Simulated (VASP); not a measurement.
# GaN (F-43m) in VASP: further runs, part 2 of 2

VASP 6.6.1.

## (4) Single point, PBE-based screened hybrid

This run uses another cell than the first one, of 11.44 Å³/atom, 1.042 times its volume.

POSCAR

```
GaN
1.0
    0.0000000000      2.2535006075      2.2535006075
    2.2535006075      0.0000000000      2.2535006075
    2.2535006075      2.2535006075      0.0000000000
Ga N
1 1
Direct
    0.0000000000      0.0000000000      0.0000000000
    0.2500000000      0.2500000000      0.2500000000
```

INCAR.step1

```
SYSTEM = GaN
PREC = Accurate ; ENCUT = 520
EDIFF = 1E-5 ; ISMEAR = -1
SIGMA = 0.05 ; LREAL = .False.
LASPH = .True. ; NELM = 100
ALGO = Normal ; ISIF = 2
LWAVE = .True. ; NBANDS = 16
GGA = PE
```

INCAR.step2

```
SYSTEM = GaN
PREC = Accurate ; ENCUT = 520
EDIFF = 1E-7 ; ISMEAR = -1
SIGMA = 0.05 ; LREAL = .False.
LASPH = .True. ; NELM = 100
ALGO = Normal ; ISIF = 2
LWAVE = .False. ; LCHARG = .True.
GGA = PE ; LHFCALC = .True.
AEXX = 0.25 ; HFSCREEN = 0.15
PRECFOCK = Normal ; LELF = .True.
LVHAR = .True. ; NBANDS = 16
ISTART = 1
```

KPOINTS

```
regular mesh
0
Gamma
  5 5 5
  0 0 0
```

Potentials or basis: VASP PAW PBE potentials, release 64 (Ga_d, N).

Run with:

```bash
> cat potpaw_PBE.64/Ga_d/POTCAR potpaw_PBE.64/N/POTCAR > POTCAR
> cp INCAR.step1 INCAR
> mpirun -np 1 vasp_std > vasp.out
> cp INCAR.step2 INCAR
> mpirun -np 1 vasp_std > vasp.out
```

OUTCAR:

```text
SYSTEM = GaN
   PREC = Accurate
   ENCUT = 520
   EDIFF = 1E-7
   ISMEAR = -1
   LREAL = .False.
   LASPH = .True.
   NELM = 100
   ISIF = 2
   GGA = PE
   LHFCALC = .True.
   AEXX = 0.25
   HFSCREEN = 0.15
   PRECFOCK = Normal
   ISTART = 1

 ion  position               nearest neighbor table
   1  0.000  0.000  0.000-   2 1.95   2 1.95   2 1.95   2 1.95
   2  0.250  0.250  0.250-   1 1.95   1 1.95   1 1.95   1 1.95

  LATTYP: Found a face centered cubic cell.
 ALAT       =     4.5070012150

  Lattice vectors:

 A1 = (   0.0000000000,   2.2535006075,   2.2535006075)
 A2 = (   2.2535006075,   0.0000000000,   2.2535006075)
 A3 = (   2.2535006075,   2.2535006075,   0.0000000000)

Analysis of symmetry for initial positions (statically):
=====================================================================
 Subroutine PRICEL returns:
 Original cell was already a primitive cell.

 Routine SETGRP: Setting up the symmetry group for a
 face centered cubic supercell.

 Subroutine GETGRP returns: Found 24 space group operations
 (whereof 24 operations were pure point group operations)
 out of a pool of 48 trial point group operations.

The static configuration has the point symmetry T_d .

Analysis of symmetry for dynamics (positions and initial velocities):
=====================================================================
 Subroutine PRICEL returns:
 Original cell was already a primitive cell.

 Routine SETGRP: Setting up the symmetry group for a
 face centered cubic supercell.

 Subroutine GETGRP returns: Found 24 space group operations
 (whereof 24 operations were pure point group operations)
 out of a pool of 48 trial point group operations.

The dynamic configuration has the point symmetry T_d .

 Subroutine INISYM returns: Found 24 space group operations
 (whereof 24 operations are pure point group operations),
 and found     1 'primitive' translations

----------------------------------------------------------------------------------------

                                     Primitive cell

  volume of cell :      22.8877

  direct lattice vectors                    reciprocal lattice vectors
     0.000000000  2.253500607  2.253500607    -0.221877020  0.221877020  0.221877020
     2.253500607  0.000000000  2.253500607     0.221877020 -0.221877020  0.221877020
     2.253500607  2.253500607  0.000000000     0.221877020  0.221877020 -0.221877020

  length of vectors
     3.186931122  3.186931122  3.186931122     0.384302272  0.384302272  0.384302272

  position of ions in fractional coordinates (direct lattice)
     0.000000000  0.000000000  0.000000000
     0.250000000  0.250000000  0.250000000

  ion indices of the primitive-cell ions
   primitive index   ion index
                 1           1
                 2           2

----------------------------------------------------------------------------------------

 KPOINTS: regular mesh

Automatic generation of k-mesh.
 Grid dimensions read from file:
[... 23 lines left out ...]
  0.200000  0.000000  0.000000      8.000000
  0.400000  0.000000  0.000000      8.000000
  0.200000  0.200000  0.000000      6.000000
  0.400000  0.200000  0.000000     24.000000
 -0.400000  0.200000  0.000000     24.000000
 -0.200000  0.200000  0.000000     12.000000
  0.400000  0.400000  0.000000      6.000000
 -0.400000  0.400000  0.000000     12.000000
 -0.400000  0.400000  0.200000     24.000000
   k-points           NKPTS =     10   k-points in BZ     NKDIM =    125   number of bands    NBANDS=     16
   number of dos      NEDOS =    301   number of ions     NIONS =      2
   total plane-waves  NPLWV =  13824
   dimension x,y,z NGX =    24 NGY =   24 NGZ =   24
   dimension x,y,z NGXF=    48 NGYF=   48 NGZF=   48
   ions per type =               1   1
   NGX,Y,Z   is equivalent  to a cutoff of  12.52, 12.52, 12.52 a.u.
   NGXF,Y,Z  is equivalent  to a cutoff of  25.04, 25.04, 25.04 a.u.
 SYSTEM =  GaN
   PREC   = accura    normal or accurate (medium, high low for compatibility)
   ISTART =      1    job   : 0-new  1-cont  2-samecut
   ICHARG =      0    charge: 1-file 2-atom 10-const
   ISPIN  =      1    spin polarized calculation?
   LNONCOLLINEAR =      F non collinear calculations
   LSORBIT =      F    spin-orbit coupling
   LASPH  =      T    aspherical Exc in radial PAW
   ENCUT  =  520.0 eV  38.22 Ry    6.18 a.u.   5.93  5.93  5.93*2*pi/ulx,y,z
   NELM   =    100;   NELMIN=  2; NELMDL=  0     # of ELM steps
   EDIFF  = 0.1E-06   stopping-criterion for ELM
   LREAL  =      F    real-space projection
   EDIFFG = 0.1E-05   stopping-criterion for IOM
   NSW    =      0    number of steps for IOM
   IBRION =     -1    ionic relax: 0-MD 1-quasi-New 2-CG
   NFREE  =      0    steps in history (QN), initial steepest desc. (CG)
   ISIF   =      2    stress and relaxation
   ISYM   =      3    0-nonsym 1-usesym 2-fastsym
   POTIM  = 0.5000    time-step for ionic-motion
   TEBEG  =    0.0;   TEEND  =   0.0 temperature during run
   PSTRESS=    0.0 pullay stress
   NELECT =      18.0000    total number of electrons
   NUPDOWN=      -1.0000    fix difference up-down
   EMIN   =  10.00;   EMAX   =-10.00  energy-range for DOS
   EFERMI =   0.00;   METHOD = LEGACY
   ISMEAR =    -1;   SIGMA  =   0.05  broadening in eV -4-tet -1-fermi 0-gaus
   EFERMI_NEDOS =   21; number of points for ismear=-14 and -15
   IALGO  =     38    algorithm
   IMIX   =      1    mixing-type and parameters
     AMIX     =   0.40;   BMIX     =  1.00
     AMIX_MAG =   1.60;   BMIX_MAG =  1.00
  volume/ion in A,a.u.               =      11.44        77.23
  Fermi-wavevector in a.u.,A,eV,Ry     =   1.511117  2.855596 31.068543  2.283473
  Thomas-Fermi vector in A             =   2.621216
   LORBIT       =      0    0 simple, 1 ext, 2 COOP (PROOUT), +10 PAW based schemes
   GGA     = PE    functional components
   LHFCALC =     T    Hartree Fock is set to
   PRECFOCK=normal    Normal, Fast or Accurate (Low or Medium for compatibility)
   ENCUT4O =  -1.0   cutoff for four orbital integrals eV
   NKREDX  =     1    reduce k-point grid by
   NKREDY  =     1    reduce k-point grid by
   NKREDZ  =     1    reduce k-point grid by
   AEXX    =    0.2500 exact exchange contribution
   HFSCREEN=    0.1500 screening length (either q_TF or 0.3 A-1)
   HFSCREENC=   0.1500 screening length for correlation (either q_TF or 0.3 A-1)
   ENCUTFOCK=  -1.0 apply spherical cutoff to Coloumb kernel
   IVDW    =     0    specifies the selected vdW correction
   LEPSILON=     F    determine dielectric tensor
   LRPA    =     F    only Hartree local field effects (RPA)
 non-spin polarized calculation
  energy-cutoff  :      520.00
  volume of cell :       22.89
 maximum number of plane-waves:       629
  NGX = 18; NGY = 18; NGZ = 18

 number of electron      18.0000004 magnetization

 Free energy of the ion-electron system (eV)
  ---------------------------------------------------
  ext. energy  EPLUGINS =         0.00000000
  ---------------------------------------------------
  free energy    TOTEN  =       -14.97858969 eV

  energy without entropy =      -14.97858969  energy(sigma->0) =      -14.97858969

 E-fermi :   5.4167     XC(G=0):  -9.4616

 val. band max:        4.3670415114   @ k =   0.0000   0.0000   0.0000
 cond. band min:       7.5202370940   @ k =   0.0000   0.0000   0.0000
 fundamental gap:      3.1531955827
 Fermi energy:         5.4167471802

 k-point     1 :       0.0000    0.0000    0.0000
  band No.  band energies     occupation
      1     -13.0970      2.00000
      2     -11.2329      2.00000
      3     -11.2329      2.00000
      4     -11.2329      2.00000
      5     -10.9167      2.00000
      6     -10.9167      2.00000
[... 167 lines left out ...]
      3     -11.0603      2.00000
      4     -10.9506      2.00000
      5     -10.8921      2.00000
      6      -8.7665      2.00000
[... 8 lines left out ...]
     15      25.7485      0.00000
     16      29.7941      0.00000

------------------------ aborting loop because EDIFF is reached ----------------------------------------

  FORCE on cell =-STRESS in cart. coord.  units (eV):
  Direction    XX          YY          ZZ          XY          YZ          ZX
  --------------------------------------------------------------------------------------
  -------------------------------------------------------------------------------------
  Total       -0.2230491     -0.2230491     -0.2230491     -0.0000000     -0.0000000     -0.0000000
  in kB      -15.6137800    -15.6137800    -15.6137800     -0.0000000     -0.0000000     -0.0000000
  external PRESSURE =     -15.6137800 kB  Pullay stress =       0.0000000 kB

 VOLUME and BASIS-vectors are now :
 -----------------------------------------------------------------------------
  energy-cutoff  :      520.00
  volume of cell :       22.89
      direct lattice vectors                 reciprocal lattice vectors
     0.000000000  2.253500607  2.253500607    -0.221877020  0.221877020  0.221877020
     2.253500607  0.000000000  2.253500607     0.221877020 -0.221877020  0.221877020
     2.253500607  2.253500607  0.000000000     0.221877020  0.221877020 -0.221877020

 POSITION                                       TOTAL-FORCE (eV/Angst)
 -----------------------------------------------------------------------------------
      0.00000      0.00000      0.00000        -0.000000      0.000000     -0.000000
      1.12675      1.12675      1.12675         0.000000      0.000000      0.000000
 -----------------------------------------------------------------------------------
    total drift:                                0.000002     -0.000003      0.000000

  FREE ENERGIE OF THE ION-ELECTRON SYSTEM (eV)
  ---------------------------------------------------
  free  energy   TOTEN  =       -14.9785896921 eV

  energy  without entropy=      -14.9785896920  energy(sigma->0) =      -14.97858969
```

Wall time 12 min (1 thread of Intel Xeon Platinum 8175M at 2.50GHz (Skylake/Cascade Lake), shared host); peak memory 0.25 GiB.

What came out:

```yaml
Free_energy: -14.9786 eV
Pressure: -1.6 GPa
Band_gap_on_the_k_mesh: 3.15 eV, direct
```

Levels at points of the mesh, in eV from the valence-band top:
```
           k point  band 7  band 8  band 9  band 10  band 11  band 12
(0.00, 0.00, 0.00)    0.00    0.00    0.00     3.15    12.10    12.10
```

Caveat: the k points lie up to 0.48 Å⁻¹ apart; the PAW data sets were made with another functional, which shifts forces and pressure a little.

## (5) The runs side by side

```tsv
level	cell	screening parameter	gap on the mesh (eV)	pressure (GPa)
PBEsol-based global hybrid	a = 3.144 Å, angles 60.0°, 2 atoms	-	4.00	2.4
PBE-based screened hybrid	a = 3.187 Å, angles 60.0°, 2 atoms	0.1 1/Å	3.33	-1.7
PBE-based screened hybrid	a = 3.187 Å, angles 60.0°, 2 atoms	0.15 1/Å	3.15	-1.6
```

Alike in all rows: task single point; potentials or basis VASP PAW PBE potentials, release 64 (Ga_d, N); no spin polarisation; k mesh 5 × 5 × 5; cutoff (eV) 520; smearing fermi-dirac 0.05 eV.

Caveats: all runs use coarse meshes; the PAW data sets were made with another functional, which shifts forces and pressure a little.

Total energies depend on the potentials used, so only differences within one code and one set of settings carry meaning.
